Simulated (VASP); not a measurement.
The system is WC.

```
W C
1.0
     2.92575    0.00000    0.00000
    -1.46287    2.53377    0.00000
     0.00000    0.00000    2.85539
W C
1 1
Direct
  0.00000 0.00000 0.00000
  0.66667 0.33333 0.50000
```

Base run:

| Item | Value |
| --- | --- |
| Program | VASP 6.6.1 |
| Functional | b88 exchange, pbe correlation |
| Potentials or basis | VASP PAW PBE potentials, release 64 (W_sv, C) |
| Cutoff | 600 eV |
| k mesh | 10 × 10 × 9 |
| Occupations | fermi-dirac, width 0.05 eV |
| Spin | no spin polarisation |

Its results: band gap on the k mesh zero (bands 9 and 10 overlap by 1.16 eV); pressure -1.1 GPa.

Q: The run is repeated on the same cell with these changes: functional from b88 exchange, pbe correlation to r2SCAN; cutoff from 600 eV to 520 eV; dispersion from none to rVV10. What comes out?

A: Band gap on the k mesh zero (bands 9 and 10 overlap by 1.19 eV); pressure -6.1 GPa.

Several settings changed at once.

Caveats: the PAW data sets were made with another functional, which shifts forces and pressure a little; spin-orbit coupling is left out, which moves the levels of the heavy elements; the cell stands under tension (at least some runs).
